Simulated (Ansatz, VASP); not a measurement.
**TaSi2: VASP beside Ansatz**

```xyz
9
Lattice="4.7800 0.0000 0.0000 -2.3900 4.1396 0.0000 0.0000 0.0000 6.5640" Properties=species:S:1:pos:R:3 pbc="T T T"
Ta   -1.1950    2.0698    1.0940
Ta    1.1950    2.0698    5.4700
Ta    2.3900    0.0000    3.2820
Si    1.1949    0.6899    1.0940
Si   -1.1951    3.4497    5.4700
Si    2.3900    2.7599    3.2820
Si    1.1951    3.4497    1.0940
Si    3.5851    0.6899    5.4700
Si    0.0000    1.3797    3.2820
```

Alike in both runs: functional r2SCAN; k mesh 7 × 7 × 4; occupations fermi-dirac, width 0.05 eV; no spin polarisation.

|  | VASP | Ansatz |
| --- | --- | --- |
| version | VASP 6.6.1 | Ansatz 0.2.0 |
| potentials or method | VASP PAW PBE potentials, release 64 (Ta_pv, Si) | Ansatz PAW |
| plane-wave cutoff (eV) | 520 | 500 |
| valence electrons in the cell | 57 | 63 |
| task | single point | band structure |

|  | VASP | Ansatz | Ansatz less VASP |
| --- | --- | --- | --- |
| gap on the k mesh at the Fermi level (eV) | none | none | - |
| pressure (GPa) | 0.4 | 0.1 | -0.31 |
| traceless stress, the component that is largest in VASP (GPa) | 1.54 | 1.60 | +0.058 |
| rms of the force components (eV/Å) | 0.397 | 0.394 | -0.0039 |

VASP's potentials were made for PBE, not for r2SCAN. Atom by atom the forces differ by 0.004 eV/Å (rms over components). A gap of «none» marks a metal or a gap that the smearing closes. VASP's potentials hold 57 valence electrons a cell and Ansatz's 63, so a difference there can come from the potentials and not from the codes.

Neither program's run includes spin-orbit coupling.
